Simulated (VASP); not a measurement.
# Ta (Fd-3m) in VASP: further runs

Ta is run at these levels: PBE; tasks: single point.

Everything below comes from runs of VASP 6.6.1. Logs are shortened: lines on timing, memory, paths and dates and some standing lists are left out, and cuts for length are marked.

### Step 1. The cell of the first run

The structure is cubic, space group Fd-3m (No. 227). The conventional cell has a = 5.358 Å, b = 5.358 Å, c = 5.358 Å, α = 90.00°, β = 90.00°, γ = 90.00°. Within 3.1 Å of Ta (site symmetry -43m) lie 4 Ta at 2.32 Å.

### Step 2. Single point, PBE

The input, INCAR:

```
  PREC = Accurate
  ENCUT = 520
  EDIFF = 1E-7
  ISMEAR = -1
  SIGMA = 0.08
  LREAL = F
  LASPH = T
  NELM = 60
  ALGO = Normal
  ISIF = 2
  LWAVE = F
  LCHARG = T
  GGA = PE
  LELF = T
  LVHAR = T
  NBANDS = 18
```

The input, KPOINTS:

```
Automatic mesh
0
Gamma
  13 13 13
```

The input, POSCAR:

```
Ta
1.0
    0.0000000000      2.6788786074      2.6788786074
    2.6788786074      0.0000000000      2.6788786074
    2.6788786074      2.6788786074      0.0000000000
Ta
2
Direct
   -0.1250000000     -0.1250000000     -0.1250000000
    0.1250000000      0.1250000000      0.1250000000
```

Potentials or basis: VASP PAW PBE potentials, release 64 (Ta_pv).

Command:

```console
cat potpaw_PBE.64/Ta_pv/POTCAR > POTCAR
mpirun -np 1 vasp_std > vasp.out
```

OUTCAR:

```text
PREC = Accurate
   ENCUT = 520
   EDIFF = 1E-7
   ISMEAR = -1
   LREAL = F
   LASPH = T
   NELM = 60
   ISIF = 2
   GGA = PE

 ion  position               nearest neighbor table
   1  0.875  0.875  0.875-   2 2.32   2 2.32   2 2.32   2 2.32
   2  0.125  0.125  0.125-   1 2.32   1 2.32   1 2.32   1 2.32

  LATTYP: Found a face centered cubic cell.
 ALAT       =     5.3577572148

  Lattice vectors:

 A1 = (   0.0000000000,   2.6788786074,   2.6788786074)
 A2 = (   2.6788786074,   0.0000000000,   2.6788786074)
 A3 = (   2.6788786074,   2.6788786074,   0.0000000000)

Analysis of symmetry for initial positions (statically):
=====================================================================
 Subroutine PRICEL returns:
 Original cell was already a primitive cell.

 Routine SETGRP: Setting up the symmetry group for a
 face centered cubic supercell.

 Subroutine GETGRP returns: Found 48 space group operations
 (whereof 12 operations were pure point group operations)
 out of a pool of 48 trial point group operations.

The static configuration has the point symmetry D_3d.
 The point group associated with its full space group is O_h .

Analysis of symmetry for dynamics (positions and initial velocities):
=====================================================================
 Subroutine PRICEL returns:
 Original cell was already a primitive cell.

 Routine SETGRP: Setting up the symmetry group for a
 face centered cubic supercell.

 Subroutine GETGRP returns: Found 48 space group operations
 (whereof 12 operations were pure point group operations)
 out of a pool of 48 trial point group operations.

The dynamic configuration has the point symmetry D_3d.
 The point group associated with its full space group is O_h .

 Subroutine INISYM returns: Found 48 space group operations
 (whereof 12 operations are pure point group operations),
 and found     1 'primitive' translations

----------------------------------------------------------------------------------------

                                     Primitive cell

  volume of cell :      38.4494

  direct lattice vectors                    reciprocal lattice vectors
     0.000000000  2.678878607  2.678878607    -0.186645262  0.186645262  0.186645262
     2.678878607  0.000000000  2.678878607     0.186645262 -0.186645262  0.186645262
     2.678878607  2.678878607  0.000000000     0.186645262  0.186645262 -0.186645262

  length of vectors
     3.788506459  3.788506459  3.788506459     0.323279077  0.323279077  0.323279077

  position of ions in fractional coordinates (direct lattice)
     0.875000000  0.875000000  0.875000000
     0.125000000  0.125000000  0.125000000

  ion indices of the primitive-cell ions
   primitive index   ion index
                 1           1
                 2           2

----------------------------------------------------------------------------------------

 KPOINTS: Automatic mesh

Automatic generation of k-mesh.
 Grid dimensions read from file:
 generate k-points for:   13   13   13

 Generating k-lattice:

  Cartesian coordinates                     Fractional coordinates (reciprocal lattice)
    -0.014357328  0.014357328  0.014357328     0.076923077  0.000000000  0.000000000
     0.014357328 -0.014357328  0.014357328     0.000000000  0.076923077  0.000000000
     0.014357328  0.014357328 -0.014357328     0.000000000  0.000000000  0.076923077

  Length of vectors
     0.024867621  0.024867621  0.024867621

  Shift w.r.t. Gamma in fractional coordinates (k-lattice)
     0.000000000  0.000000000  0.000000000

 Subroutine IBZKPT returns following result:
 ===========================================

 Found     84 irreducible k-points:

 Following reciprocal coordinates:
            Coordinates               Weight
  0.000000  0.000000  0.000000      1.000000
  0.076923  0.000000  0.000000      8.000000
  0.153846  0.000000  0.000000      8.000000
  0.230769  0.000000  0.000000      8.000000
  0.307692  0.000000  0.000000      8.000000
  0.384615  0.000000  0.000000      8.000000
[... 16 lines left out ...]
  0.384615  0.153846  0.000000     24.000000
  0.461538  0.153846  0.000000     24.000000
 [... further k-points ...]
   k-points           NKPTS =     84   k-points in BZ     NKDIM =     84   number of bands    NBANDS=     18
   number of dos      NEDOS =    301   number of ions     NIONS =      2
   total plane-waves  NPLWV =  21952
   dimension x,y,z NGX =    28 NGY =   28 NGZ =   28
   dimension x,y,z NGXF=    56 NGYF=   56 NGZF=   56
   ions per type =               2
   NGX,Y,Z   is equivalent  to a cutoff of  12.29, 12.29, 12.29 a.u.
   NGXF,Y,Z  is equivalent  to a cutoff of  24.57, 24.57, 24.57 a.u.
 SYSTEM =  unknown system
   PREC   = accura    normal or accurate (medium, high low for compatibility)
   ISTART =      0    job   : 0-new  1-cont  2-samecut
   ICHARG =      2    charge: 1-file 2-atom 10-const
   ISPIN  =      1    spin polarized calculation?
   LNONCOLLINEAR =      F non collinear calculations
   LSORBIT =      F    spin-orbit coupling
   LASPH  =      T    aspherical Exc in radial PAW
   ENCUT  =  520.0 eV  38.22 Ry    6.18 a.u.   7.04  7.04  7.04*2*pi/ulx,y,z
   NELM   =     60;   NELMIN=  2; NELMDL= -5     # of ELM steps
   EDIFF  = 0.1E-06   stopping-criterion for ELM
   LREAL  =      F    real-space projection
   EDIFFG = 0.1E-05   stopping-criterion for IOM
   NSW    =      0    number of steps for IOM
   IBRION =     -1    ionic relax: 0-MD 1-quasi-New 2-CG
   NFREE  =      0    steps in history (QN), initial steepest desc. (CG)
   ISIF   =      2    stress and relaxation
   ISYM   =      2    0-nonsym 1-usesym 2-fastsym
   POTIM  = 0.5000    time-step for ionic-motion
   TEBEG  =    0.0;   TEEND  =   0.0 temperature during run
   PSTRESS=    0.0 pullay stress
   NELECT =      22.0000    total number of electrons
   NUPDOWN=      -1.0000    fix difference up-down
   EMIN   =  10.00;   EMAX   =-10.00  energy-range for DOS
   EFERMI =   0.00;   METHOD = LEGACY
   ISMEAR =    -1;   SIGMA  =   0.08  broadening in eV -4-tet -1-fermi 0-gaus
   EFERMI_NEDOS =   21; number of points for ismear=-14 and -15
   IALGO  =     38    algorithm
   IMIX   =      4    mixing-type and parameters
     AMIX     =   0.40;   BMIX     =  1.00
     AMIX_MAG =   1.60;   BMIX_MAG =  1.00
  volume/ion in A,a.u.               =      19.22       129.73
  Fermi-wavevector in a.u.,A,eV,Ry     =   1.359104  2.568334 25.132188  1.847164
  Thomas-Fermi vector in A             =   2.485880
   LORBIT       =      0    0 simple, 1 ext, 2 COOP (PROOUT), +10 PAW based schemes
   GGA     = PE    functional components
   LHFCALC =     F    Hartree Fock is set to
   AEXX    =    0.0000 exact exchange contribution
   IVDW    =     0    specifies the selected vdW correction
   LEPSILON=     F    determine dielectric tensor
   LRPA    =     F    only Hartree local field effects (RPA)
 non-spin polarized calculation
  energy-cutoff  :      520.00
  volume of cell :       38.45
 maximum number of plane-waves:      1047
   NGX = 15   NGY = 15   NGZ = 15

 number of electron      22.0000003 magnetization

 Free energy of the ion-electron system (eV)
  ---------------------------------------------------
  ext. energy  EPLUGINS =         0.00000000
  ---------------------------------------------------
  free energy    TOTEN  =       -15.56275189 eV

  energy without entropy =      -15.50824493  energy(sigma->0) =      -15.53549841

 E-fermi :   4.8371     XC(G=0): -11.8443

 val. band max:        4.8302583971   @ k =  -0.2308   0.3846   0.1538
 cond. band min:       4.8399811274   @ k =   0.3846   0.2308   0.0000
 fundamental gap:      0.0097227302
 Fermi energy:         4.8370883366

 k-point     1 :       0.0000    0.0000    0.0000
  band No.  band energies     occupation
      1     -29.9059      2.00000
      2     -29.9059      2.00000
      3     -29.9059      2.00000
      4     -27.8132      2.00000
      5     -27.8132      2.00000
      6     -27.8132      2.00000
[... 10 lines left out ...]
     17      13.3892      0.00000
     18      16.0309      0.00000

 k-point     2 :       0.0769    0.0000    0.0000
  band No.  band energies     occupation
      1     -29.9227      2.00000
      2     -29.9227      2.00000
      3     -29.9077      2.00000
      4     -27.8116      2.00000
      5     -27.7932      2.00000
      6     -27.7932      2.00000
[... 10 lines left out ...]
     17      13.3464      0.00000
     18      15.8545      0.00000

 k-point     3 :       0.1538    0.0000    0.0000
  band No.  band energies     occupation
      1     -29.9675      2.00000
      2     -29.9675      2.00000
      3     -29.9134      2.00000
      4     -27.8059      2.00000
      5     -27.7395      2.00000
      6     -27.7395      2.00000
[... 10 lines left out ...]
     17      13.2149      0.00000
     18      15.7179      0.00000

 k-point     4 :       0.2308    0.0000    0.0000
  band No.  band energies     occupation
      1     -30.0273      2.00000
      2     -30.0273      2.00000
      3     -29.9236      2.00000
      4     -27.7949      2.00000
      5     -27.6672      2.00000
      6     -27.6672      2.00000
[... 10 lines left out ...]
     17      12.9825      0.00000
     18      15.6507      0.00000

 k-point     5 :       0.3077    0.0000    0.0000
  band No.  band energies     occupation
      1     -30.0870      2.00000
      2     -30.0870      2.00000
      3     -29.9370      2.00000
      4     -27.7793      2.00000
      5     -27.5942      2.00000
      6     -27.5942      2.00000
[... 10 lines left out ...]
     17      12.6286      0.00000
     18      14.5653      0.00000

 k-point     6 :       0.3846    0.0000    0.0000
  band No.  band energies     occupation
      1     -30.1339      2.00000
      2     -30.1339      2.00000
      3     -29.9500      2.00000
      4     -27.7634      2.00000
      5     -27.5363      2.00000
      6     -27.5363      2.00000
[... 10 lines left out ...]
     17      12.1606      0.00000
     18      12.6907      0.00000

 k-point     7 :       0.4615    0.0000    0.0000
  band No.  band energies     occupation
      1     -30.1595      2.00000
      2     -30.1595      2.00000
      3     -29.9581      2.00000
      4     -27.7533      2.00000
      5     -27.5045      2.00000
      6     -27.5045      2.00000
[... 10 lines left out ...]
     17      11.7237      0.00000
     18      11.7237      0.00000

 k-point     8 :       0.0769    0.0769    0.0000
  band No.  band energies     occupation
      1     -29.9434      2.00000
      2     -29.9434      2.00000
      3     -29.8764      2.00000
      4     -27.8478      2.00000
      5     -27.7690      2.00000
      6     -27.7690      2.00000
[... 10 lines left out ...]
     17      13.5343      0.00000
     18      15.7691      0.00000
[... 229 lines left out ...]
     17      13.5010      0.00000
     18      15.7706      0.00000

 k-point    20 :       0.1538    0.1538    0.0000
  band No.  band energies     occupation
      1     -30.0401      2.00000
      2     -30.0401      2.00000
      3     -29.7899      2.00000
      4     -27.9483      2.00000
      5     -27.6535      2.00000
      6     -27.6535      2.00000
[... 10 lines left out ...]
     17      13.7098      0.00000
     18      15.4384      0.00000

 k-point    21 :       0.2308    0.1538    0.0000
  band No.  band energies     occupation
      1     -30.1047      2.00000
      2     -30.1012      2.00000
      3     -29.7398      2.00000
      4     -28.0033      2.00000
      5     -27.5792      2.00000
      6     -27.5775      2.00000
[... 10 lines left out ...]
     17      13.6767      0.00000
     18      15.4953      0.00000

 k-point    22 :       0.3077    0.1538    0.0000
  band No.  band energies     occupation
      1     -30.1805      2.00000
      2     -30.1595      2.00000
      3     -29.7002      2.00000
      4     -28.0402      2.00000
      5     -27.5073      2.00000
      6     -27.4926      2.00000
[... 10 lines left out ...]
     17      13.4452      0.00000
     18      15.5442      0.00000

 k-point    23 :       0.3846    0.1538    0.0000
  band No.  band energies     occupation
      1     -30.2566      2.00000
      2     -30.2029      2.00000
      3     -29.6708      2.00000
      4     -28.0613      2.00000
      5     -27.4529      2.00000
      6     -27.4099      2.00000
[... 10 lines left out ...]
     17      12.9561      0.00000
     18      13.9183      0.00000

 k-point    24 :       0.4615    0.1538    0.0000
  band No.  band energies     occupation
      1     -30.3186      2.00000
      2     -30.2234      2.00000
      3     -29.6553      2.00000
      4     -28.0671      2.00000
      5     -27.4265      2.00000
      6     -27.3436      2.00000
[... 10 lines left out ...]
     17      12.1467      0.00000
     18      12.3407      0.00000

 [... further k-points ...]
[... 5 lines left out ...]
  --------------------------------------------------------------------------------------
  -------------------------------------------------------------------------------------
  Total       13.2804184     13.2804184     13.2804184      0.0000000      0.0000000      0.0000000
  in kB      553.3924662    553.3924662    553.3924662      0.0000000      0.0000000      0.0000000
  external PRESSURE =     553.3924662 kB  Pullay stress =       0.0000000 kB

 VOLUME and BASIS-vectors are now :
 -----------------------------------------------------------------------------
  energy-cutoff  :      520.00
  volume of cell :       38.45
      direct lattice vectors                 reciprocal lattice vectors
     0.000000000  2.678878607  2.678878607    -0.186645262  0.186645262  0.186645262
     2.678878607  0.000000000  2.678878607     0.186645262 -0.186645262  0.186645262
     2.678878607  2.678878607  0.000000000     0.186645262  0.186645262 -0.186645262

 POSITION                                       TOTAL-FORCE (eV/Angst)
 -----------------------------------------------------------------------------------
      4.68804      4.68804      4.68804         0.000000     -0.000000     -0.000000
      0.66972      0.66972      0.66972        -0.000000      0.000000      0.000000
 -----------------------------------------------------------------------------------
    total drift:                                0.000000     -0.000000     -0.000000

  FREE ENERGIE OF THE ION-ELECTRON SYSTEM (eV)
  ---------------------------------------------------
  free  energy   TOTEN  =       -15.5627518933 eV

  energy  without entropy=      -15.5082449294  energy(sigma->0) =      -15.53549841
```

Wall time 33 s (1 thread of Intel Xeon Platinum 8375C at 2.90GHz (Ice Lake), shared host); peak memory 0.19 GiB.

Results:

- Free energy: -15.5628 eV
- Pressure: 55.3 GPa
- Band gap on the k mesh: zero (band 11 reaches 5.29 eV, above the bottom of band 12 at 3.85 eV)

Caveat: spin-orbit coupling is left out, which moves the levels of the heavy elements.

### Step 3. Single point, PBE

This run uses another cell than the first one, of 19.17 Å³/atom, 0.997 times its volume.

The input, INCAR:

```
PREC = Accurate
ENCUT = 520
EDIFF = 1E-6
ISMEAR = -1
SIGMA = 0.08
LREAL = F
LASPH = T
NELM = 100
ALGO = Normal
ISIF = 2
LWAVE = F
LCHARG = T
GGA = PE
LELF = T
LVHAR = T
NBANDS = 18
```

The input, KPOINTS:

```
regular mesh
0
Gamma
  13 13 13
```

The input, POSCAR:

```
Ta
1.0
    0.0000000000      2.6764824738      2.6764824738
    2.6764824738      0.0000000000      2.6764824738
    2.6764824738      2.6764824738      0.0000000000
Ta
2
Direct
   -0.1250000000     -0.1250000000     -0.1250000000
    0.1250000000      0.1250000000      0.1250000000
```

Potentials or basis: VASP PAW PBE potentials, release 64 (Ta_pv).

Command:

```console
cat potpaw_PBE.64/Ta_pv/POTCAR > POTCAR
mpirun -np 1 vasp_std > vasp.out
```

Run time: 32 s. Hardware: 1 thread of Intel Xeon Platinum 8375C at 2.90GHz (Ice Lake), shared host; peak memory 0.18 GiB.

Results (log left out):

* Free energy: -15.5269 eV
* Pressure: 56.0 GPa
* Band gap on the k mesh: zero (band 11 reaches 5.31 eV, above the bottom of band 12 at 3.87 eV)

Levels at points of the mesh, in eV from the Fermi level:
| k point | band 9 | band 10 | band 11 | band 12 | band 13 | band 14 |
| --- | --- | --- | --- | --- | --- | --- |
| (0.00, 0.00, 0.00) | -2.47 | -0.54 | -0.54 | -0.54 | 2.78 | 2.78 |

Caveat: spin-orbit coupling is left out, which moves the levels of the heavy elements.
